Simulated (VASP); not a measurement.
Wanted: the native input for a VASP 6.6.1 run.

```yaml
Task: single point
Functional: PBE
Dispersion: D3(BJ)
Potentials_or_basis: VASP PAW PBE potentials, release 64 (B, N)
Cutoff: 520 eV
k_mesh: 7 × 9 × 3
Occupations: gaussian, width 0.05 eV
Spin: no spin polarisation
Dipole_correction: no
Further_INCAR_settings: ALGO = Normal; EDIFF = 1e-06; NBANDS = 26
```

The structure of BN lies in POSCAR:

```
BN
1.0
    1.2538424667     -3.3394821656      0.0000000000
    2.5076849335      0.0000000000      0.0000000000
    0.8358949778     -1.1131607219      8.6753276438
B N
4 4
Direct
   -0.2777844790     -0.1388922395      0.8333534369
   -0.0277844790      0.4861077605      0.0833534369
   -0.1111178123     -0.0555589061      0.3333534369
   -0.1944511456      0.4027744272      0.5833534369
   -0.0555321860     -0.0277660930      0.1665965581
   -0.1388655194      0.4305672403      0.4165965581
   -0.2221988527     -0.1110994263      0.6665965581
   -0.3055321860      0.3472339070      0.9165965581
```

This cell differs from its parent crystal: the part above a cut slid along it.

The input as run:

INCAR

```
SYSTEM = BN
PREC     = Accurate       ! precision mode
ENCUT    = 520            ! plane-wave cutoff, eV
EDIFF    = 1E-6           ! SCF threshold, eV
ISMEAR   = 0              ! smearing method
SIGMA    = 0.05           ! smearing width, eV
LREAL    = .False.        ! projectors in reciprocal space
LASPH    = .True.         ! aspherical terms in the spheres
NELM     = 60             ! most SCF steps
ALGO     = Normal         ! electronic algorithm
ISIF     = 2              ! what is computed and relaxed
LWAVE    = .False.        ! write WAVECAR
LCHARG   = .False.        ! write CHGCAR
GGA      = PE             ! functional
IVDW     = 12             ! dispersion correction
NBANDS   = 26             ! bands
```

KPOINTS

```
Automatic mesh
0
Gamma
  7 9 3
  0 0 0
```

Potentials or basis: VASP PAW PBE potentials, release 64 (B, N).

The run is started by

```console
$ cat potpaw_PBE.64/B/POTCAR potpaw_PBE.64/N/POTCAR > POTCAR
$ mpirun -np 1 vasp_std > vasp.out
```

Results of the run:

```json
{"Pressure": "-3.8 GPa", "Largest force": "2.886 eV/Å", "Band gap on the k mesh": "2.33 eV (least direct gap 2.42 eV)", "Dispersion energy per atom": "-0.143 eV"}
```

Caveat: the cell differs from its parent crystal (the part above a cut slid along it); the stress differs along the axes, from -6 to 1 GPa; forces of over 1 eV/Å act on the atoms, so gaps and moduli don't describe the material at rest.

It took 2.8 min on 1 thread of AMD EPYC 7R13 Processor (Zen 3), with other jobs on the host, peak memory 0.25 GiB.
